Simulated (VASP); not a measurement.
# BaTiO3 (R3m) in VASP: single point with r2SCAN

Aim: the single point of BaTiO3 with r2SCAN.

Everything below comes from runs of VASP 6.6.1. Logs are shortened: lines on timing, memory, paths and dates and some standing lists are left out, and cuts for length are marked.

### Step 1. The cell of the first run

The structure is trigonal, space group R3m (No. 160). The conventional cell has a = 5.603 Å, b = 5.603 Å, c = 6.891 Å, α = 90.00°, β = 90.00°, γ = 120.00°. Ba (site symmetry 3m) has 12 O at 2.75 to 2.88 Å and 8 Ti at 3.36 to 3.53 Å within 3.6 Å. Ti (site symmetry 3m) has 6 O at 1.86 to 2.11 Å within 2.5 Å. Within 2.5 Å of O (site symmetry m) lie 2 Ti at 1.86 to 2.11 Å. O (site symmetry m) has 2 Ti at 1.86 to 2.11 Å within 2.5 Å.

### Step 2. Single point, r2SCAN

File POSCAR:

```
BaTiO3
1.0
   -3.9787997200     -3.9677001000      0.0000000000
   -3.9566401100      3.9677001000      0.0000000000
   -0.0110798100     -0.0110500700     -3.9676901900
Ba Ti O
2 2 6
Direct
    0.0000000000      0.0000000000      0.0000000000
    0.5000000000      0.5000000000      0.0000000000
    0.5120000000      0.0000000000      0.5120000000
    0.0120000000      0.5000000000      0.5120000000
    0.9884000000      0.5000000000      0.9805000000
    0.4884000000      0.0000000000      0.9805000000
    0.7344500000      0.2460500000      0.4884000000
    0.2344500000      0.7460500000      0.4884000000
    0.7344500000      0.7539500000      0.4884000000
    0.2344500000      0.2539500000      0.4884000000
```

File INCAR.step1:

```
PREC = Accurate ; ENCUT = 520
ISMEAR = 1 ; SIGMA = 0.0191
LREAL = F ; LASPH = T
NELM = 60 ; NBANDS = 51
GGA = PE ; ALGO = Normal
EDIFF = 1E-4 ; LWAVE = T
LCHARG = F
```

File INCAR.step2:

```
PREC = Accurate ; ENCUT = 520
EDIFF = 1E-7 ; ISMEAR = 1
SIGMA = 0.0191 ; LREAL = F
LASPH = T ; NELM = 60
ALGO = Normal ; ISIF = 2
LWAVE = F ; LCHARG = F
METAGGA = R2SCAN ; LMIXTAU = T
NBANDS = 51 ; ISTART = 1
```

File KPOINTS:

```
regular mesh
0
Gamma
  5 5 6
```

Potentials or basis: VASP PAW PBE potentials, release 64 (Ba_sv, Ti_sv, O).

The run is started by

```bash
$ cat potpaw_PBE.64/Ba_sv/POTCAR potpaw_PBE.64/Ti_sv/POTCAR potpaw_PBE.64/O/POTCAR > POTCAR
$ cp INCAR.step1 INCAR
$ mpirun -np 1 vasp_std > vasp.out
$ cp INCAR.step2 INCAR
$ mpirun -np 1 vasp_std > vasp.out
```

OUTCAR:

```text
PREC = Accurate
   ENCUT = 520
   EDIFF = 1E-7
   ISMEAR = 1
   LREAL = F
   LASPH = T
   NELM = 60
   ISIF = 2
   METAGGA = R2SCAN
   ISTART = 1

 ion  position               nearest neighbor table
   1  0.000  0.000  0.000-   6 2.75   8 2.75  10 2.75   7 2.80   5 2.80   5 2.80   8 2.80   9 2.80
                            10 2.80   6 2.88   7 2.88   9 2.88   3 3.36   4 3.41   3 3.41   4 3.41
   2  0.500  0.500  0.000-   5 2.75   7 2.75   9 2.75   8 2.80   6 2.80   6 2.80   7 2.80  10 2.80
                             9 2.80   5 2.88   8 2.88  10 2.88   4 3.36   3 3.41   4 3.41   3 3.41
   3  0.512  0.000  0.512-   9 1.86   7 1.86   6 1.86  10 2.11   8 2.11   6 2.11   1 3.36   2 3.41
                             1 3.41   2 3.41   1 3.46   2 3.46   2 3.46   1 3.53
   4  0.012  0.500  0.512-  10 1.86   8 1.86   5 1.86   9 2.11   7 2.11   5 2.11   2 3.36   1 3.41
                             2 3.41   1 3.41   2 3.46   1 3.46   1 3.46   2 3.53
   5  0.988  0.500  0.980-   4 1.86   4 2.11   2 2.75   1 2.80   1 2.80   2 2.88
   6  0.488  0.000  0.980-   3 1.86   3 2.11   1 2.75   2 2.80   2 2.80   1 2.88
   7  0.734  0.246  0.488-   3 1.86   4 2.11   2 2.75   1 2.80   2 2.80   1 2.88
   8  0.234  0.746  0.488-   4 1.86   3 2.11   1 2.75   2 2.80   1 2.80   2 2.88
   9  0.734  0.754  0.488-   3 1.86   4 2.11   2 2.75   1 2.80   2 2.80   1 2.88
  10  0.234  0.254  0.488-   4 1.86   3 2.11   1 2.75   2 2.80   1 2.80   2 2.88

  LATTYP: Found a simple monoclinic cell.
 ALAT       =     3.9677210474
 B/A-ratio  =     1.4122364172
 C/A-ratio  =     1.4161855946
 COS(beta)  =    -0.0039438766

  Lattice vectors:

 A1 = (  -0.0110798100,  -0.0110500700,  -3.9676901900)
 A2 = (  -3.9566401100,   3.9677001000,   0.0000000000)
 A3 = (   3.9787997200,   3.9677001000,   0.0000000000)

Analysis of symmetry for initial positions (statically):
=====================================================================
 Subroutine PRICEL returns following result:

  LATTYP: Found a trigonal (rhomboedric) cell.
 ALAT       =     3.9677199150
 COS(alpha) =     0.0027924871

  Lattice vectors:

 A1 = (  -3.9677199150,   0.0000000000,   0.0000000000)
 A2 = (  -0.0110798100,  -0.0110500700,  -3.9676901900)
 A3 = (  -0.0110798050,  -3.9677001000,   0.0000000000)

   2 primitive cells build up your supercell.

 Routine SETGRP: Setting up the symmetry group for a
 simple monoclinic supercell.

 Subroutine GETGRP returns: Found  2 space group operations
 (whereof  2 operations were pure point group operations)
 out of a pool of  4 trial point group operations.

The static configuration has the point symmetry C_1h.

Analysis of symmetry for dynamics (positions and initial velocities):
=====================================================================
 Subroutine PRICEL returns following result:

  LATTYP: Found a trigonal (rhomboedric) cell.
 ALAT       =     3.9677199150
 COS(alpha) =     0.0027924871

  Lattice vectors:

 A1 = (  -3.9677199150,   0.0000000000,   0.0000000000)
 A2 = (  -0.0110798100,  -0.0110500700,  -3.9676901900)
 A3 = (  -0.0110798050,  -3.9677001000,   0.0000000000)

   2 primitive cells build up your supercell.

 Routine SETGRP: Setting up the symmetry group for a
 simple monoclinic supercell.

 Subroutine GETGRP returns: Found  2 space group operations
 (whereof  2 operations were pure point group operations)
 out of a pool of  4 trial point group operations.

The dynamic configuration has the point symmetry C_1h.

 Subroutine INISYM returns: Found  2 space group operations
 (whereof  2 operations are pure point group operations),
 and found     2 'primitive' translations

----------------------------------------------------------------------------------------

                                     Primitive cell

  volume of cell :      62.4622

  direct lattice vectors                    reciprocal lattice vectors
    -3.967719915  0.000000000  0.000000000    -0.252033919  0.000703805  0.000701847
    -0.011079810 -0.011050070 -3.967690190     0.000000000  0.000000000 -0.252035807
    -0.011079805 -3.967700100  0.000000000     0.000000000 -0.252035178  0.000701921

  length of vectors
     3.967719915  3.967721047  3.967715570     0.252035879  0.252035807  0.252036155

  position of ions in fractional coordinates (direct lattice)
     0.000000000  0.000000000  0.000000000
     0.512000000  0.512000000  0.512000000
     0.488400000  0.980500000  0.488400000
     0.980500000  0.488400000  0.488400000
     0.488400000  0.488400000  0.980500000

  ion indices of the primitive-cell ions
   primitive index   ion index
                 1           1
                 2           3
                 3           6
                 4           8
                 5          10

----------------------------------------------------------------------------------------

 KPOINTS: regular mesh

Automatic generation of k-mesh.
 Grid dimensions read from file:
 generate k-points for:    5    5    6

 Generating k-lattice:

  Cartesian coordinates                     Fractional coordinates (reciprocal lattice)
    -0.025203392 -0.025133137  0.000140377     0.200000000  0.000000000  0.000000000
    -0.025203392  0.025273898 -0.000000007     0.000000000  0.200000000 -0.000000000
     0.000000000  0.000000000 -0.042005968     0.000000000  0.000000000  0.166666667

  Length of vectors
     0.035593613  0.035692869  0.042005968

  Shift w.r.t. Gamma in fractional coordinates (k-lattice)
     0.000000000  0.000000000  0.000000000

 Subroutine IBZKPT returns following result:
 ===========================================

 Found     48 irreducible k-points:

 Following reciprocal coordinates:
            Coordinates               Weight
  0.000000  0.000000  0.000000      1.000000
  0.200000 -0.000000  0.000000      2.000000
  0.400000 -0.000000  0.000000      2.000000
  0.000000  0.200000 -0.000000      2.000000
  0.200000  0.200000 -0.000000      4.000000
  0.400000  0.200000  0.000000      4.000000
[... 16 lines left out ...]
 -0.400000  0.400000  0.166667      4.000000
 -0.200000  0.400000  0.166667      4.000000
 [... further k-points ...]
   k-points           NKPTS =     48   k-points in BZ     NKDIM =     48   number of bands    NBANDS=     51
   number of dos      NEDOS =    301   number of ions     NIONS =     10
   total plane-waves  NPLWV =  52920
   dimension x,y,z NGX =    42 NGY =   42 NGZ =   30
   dimension x,y,z NGXF=    84 NGYF=   84 NGZF=   60
   ions per type =               2   2   6
   NGX,Y,Z   is equivalent  to a cutoff of  12.43, 12.46, 12.57 a.u.
   NGXF,Y,Z  is equivalent  to a cutoff of  24.85, 24.92, 25.14 a.u.
 SYSTEM =  unknown system
   PREC   = accura    normal or accurate (medium, high low for compatibility)
   ISTART =      1    job   : 0-new  1-cont  2-samecut
   ICHARG =      0    charge: 1-file 2-atom 10-const
   ISPIN  =      1    spin polarized calculation?
   LNONCOLLINEAR =      F non collinear calculations
   LSORBIT =      F    spin-orbit coupling
   LASPH  =      T    aspherical Exc in radial PAW
   ENCUT  =  520.0 eV  38.22 Ry    6.18 a.u.  10.45 10.42  7.38*2*pi/ulx,y,z
   NELM   =     60;   NELMIN=  2; NELMDL=  0     # of ELM steps
   EDIFF  = 0.1E-06   stopping-criterion for ELM
   LREAL  =      F    real-space projection
   EDIFFG = 0.1E-05   stopping-criterion for IOM
   NSW    =      0    number of steps for IOM
   IBRION =     -1    ionic relax: 0-MD 1-quasi-New 2-CG
   NFREE  =      0    steps in history (QN), initial steepest desc. (CG)
   ISIF   =      2    stress and relaxation
   ISYM   =      2    0-nonsym 1-usesym 2-fastsym
   POTIM  = 0.5000    time-step for ionic-motion
   TEBEG  =    0.0;   TEEND  =   0.0 temperature during run
   PSTRESS=    0.0 pullay stress
   NELECT =      80.0000    total number of electrons
   NUPDOWN=      -1.0000    fix difference up-down
   EMIN   =  10.00;   EMAX   =-10.00  energy-range for DOS
   EFERMI =   0.00;   METHOD = LEGACY
   ISMEAR =     1;   SIGMA  =   0.02  broadening in eV -4-tet -1-fermi 0-gaus
   EFERMI_NEDOS =   21; number of points for ismear=-14 and -15
   IALGO  =     38    algorithm
   IMIX   =      4    mixing-type and parameters
     AMIX     =   0.40;   BMIX     =  1.00
     AMIX_MAG =   1.60;   BMIX_MAG =  1.00
  volume/ion in A,a.u.               =      12.49        84.30
  Fermi-wavevector in a.u.,A,eV,Ry     =   1.411093  2.666579 27.091694  1.991183
  Thomas-Fermi vector in A             =   2.532980
   LORBIT       =      0    0 simple, 1 ext, 2 COOP (PROOUT), +10 PAW based schemes
   METAGGA = R2SCAN    functional components
   LHFCALC =     F    Hartree Fock is set to
   AEXX    =    0.0000 exact exchange contribution
   IVDW    =     0    specifies the selected vdW correction
   LEPSILON=     F    determine dielectric tensor
   LRPA    =     F    only Hartree local field effects (RPA)
 non-spin polarized calculation
 Methfessel and Paxton  Order N= 1 SIGMA  =   0.02
  energy-cutoff  :      520.00
  volume of cell :      124.92
 maximum number of plane-waves:      3407
 NGX is ok and might be reduce to    42
   NGX = 21   NGY = 21   NGZ = 15

 number of electron      80.0000000 magnetization

 Free energy of the ion-electron system (eV)
  ---------------------------------------------------
  ext. energy  EPLUGINS =         0.00000000
  ---------------------------------------------------
  free energy    TOTEN  =      -148.37024794 eV

  energy without entropy =     -148.37024794  energy(sigma->0) =     -148.37024794

 E-fermi :   3.7883     XC(G=0): -12.0516

 val. band max:        3.6764718198   @ k =   0.0000   0.0000   0.5000
 cond. band min:       6.4884169418   @ k =   0.0000   0.0000   0.0000
 fundamental gap:      2.8119451220
 Fermi energy:         3.7882518220

 k-point     1 :       0.0000    0.0000    0.0000
  band No.  band energies     occupation
      1     -54.7295      2.00000
      2     -54.7268      2.00000
      3     -30.0140      2.00000
      4     -30.0086      2.00000
      5     -29.9507      2.00000
      6     -29.9505      2.00000
[... 43 lines left out ...]
     50       9.3431      0.00000
     51       9.3432      0.00000

 k-point     2 :       0.2000   -0.0000    0.0000
  band No.  band energies     occupation
      1     -54.7292      2.00000
      2     -54.7270      2.00000
      3     -30.0080      2.00000
      4     -30.0030      2.00000
      5     -29.9566      2.00000
      6     -29.9539      2.00000
[... 43 lines left out ...]
     50       9.7357      0.00000
     51       9.7556      0.00000

 k-point     3 :       0.4000   -0.0000    0.0000
  band No.  band energies     occupation
      1     -54.7285      2.00000
      2     -54.7277      2.00000
      3     -29.9921      2.00000
      4     -29.9879      2.00000
      5     -29.9725      2.00000
      6     -29.9687      2.00000
[... 43 lines left out ...]
     50      10.6268      0.00000
     51      10.8905      0.00000
[... 1027 lines left out ...]
 k-point    23 :      -0.4000    0.4000    0.1667
  band No.  band energies     occupation
      1     -54.7279      2.00000
      2     -54.7277      2.00000
      3     -30.0143      2.00000
      4     -30.0084      2.00000
      5     -29.9628      2.00000
      6     -29.9625      2.00000
[... 43 lines left out ...]
     50      10.9396      0.00000
     51      11.5304      0.00000

 k-point    24 :      -0.2000    0.4000    0.1667
  band No.  band energies     occupation
      1     -54.7281      2.00000
      2     -54.7275      2.00000
      3     -30.0072      2.00000
      4     -29.9917      2.00000
      5     -29.9687      2.00000
      6     -29.9633      2.00000
[... 43 lines left out ...]
     50      11.0437      0.00000
     51      11.1498      0.00000

 [... further k-points ...]

------------------------ aborting loop because EDIFF is reached ----------------------------------------

  FORCE on cell =-STRESS in cart. coord.  units (eV):
  Direction    XX          YY          ZZ          XY          YZ          ZX
  --------------------------------------------------------------------------------------
  -------------------------------------------------------------------------------------
  Total        7.1526838      7.1533195      7.1499595     -0.1166388     -0.1210151     -0.1213231
  in kB       91.7343559     91.7425087     91.6994163     -1.4959122     -1.5520388     -1.5559893
  external PRESSURE =      91.7254270 kB  Pullay stress =       0.0000000 kB

 VOLUME and BASIS-vectors are now :
 -----------------------------------------------------------------------------
  energy-cutoff  :      520.00
  volume of cell :      124.92
      direct lattice vectors                 reciprocal lattice vectors
    -3.978799720 -3.967700100  0.000000000    -0.126016960 -0.125665686  0.000701884
    -3.956640110  3.967700100  0.000000000    -0.126016960  0.126369491 -0.000000037
    -0.011079810 -0.011050070 -3.967690190     0.000000000  0.000000000 -0.252035807

 POSITION                                       TOTAL-FORCE (eV/Angst)
 -----------------------------------------------------------------------------------
      0.00000      0.00000      0.00000         0.036724      0.036621      0.036841
     -3.96772      0.00000      0.00000         0.036724      0.036621      0.036841
     -2.04282     -2.03712     -2.03146         0.242306      0.241630      0.242050
     -2.03174      1.93058     -2.03146         0.242306      0.241630      0.242050
     -5.92183     -1.94866     -3.89032         0.004284      0.004272     -0.288188
     -1.95411     -1.94866     -3.89032         0.004284      0.004272     -0.288188
     -3.90117     -1.94322     -1.93782        -0.287193      0.004681      0.004649
     -3.89009      2.02448     -1.93782        -0.287193      0.004681      0.004649
     -5.91075      0.07197     -1.93782         0.003879     -0.287204      0.004649
     -1.94303      0.07197     -1.93782         0.003879     -0.287204      0.004649
 -----------------------------------------------------------------------------------
    total drift:                                0.002807      0.002636     -0.001618

  FREE ENERGIE OF THE ION-ELECTRON SYSTEM (eV)
  ---------------------------------------------------
  free  energy   TOTEN  =      -148.3702479440 eV

  energy  without entropy=     -148.3702479440  energy(sigma->0) =     -148.37024794
```

Run time: 20 min. Hardware: 1 thread of Intel Xeon 8259CL, shared host; peak memory 0.42 GiB.

Results:

| Item | Value |
| --- | --- |
| Free energy | -148.3702 eV |
| Pressure | 9.2 GPa |
| Largest force | 0.419 eV/Å |
| Band gap on the k mesh | 2.81 eV |

Forces on the atoms (eV/Å):
```
Ba   0.037  0.037  0.037
Ba   0.037  0.037  0.037
Ti   0.242  0.242  0.242
Ti   0.242  0.242  0.242
O    0.004  0.004 -0.288
O    0.004  0.004 -0.288
O   -0.287  0.005  0.005
O   -0.287  0.005  0.005
O    0.004 -0.287  0.005
O    0.004 -0.287  0.005
```

Stress tensor (GPa, compression positive):
```
 9.17 -0.15 -0.16
-0.15  9.17 -0.16
-0.16 -0.16  9.17
```

Levels at points of the mesh, in eV from the valence-band top:
```csv
k point,band 38,band 39,band 40,band 41,band 42,band 43
"(0.00, 0.00, 0.00)",-0.37,-0.37,-0.10,2.81,2.81,2.95
"(0.00, 0.00, 0.50)",-0.02,-0.02,0.00,2.99,4.29,4.40
```

Caveat: the cell stands under pressure; the PAW data sets were made with another functional, which shifts forces and pressure a little; spin-orbit coupling is left out, which moves the levels of the heavy elements. A k mesh can miss the band edges.
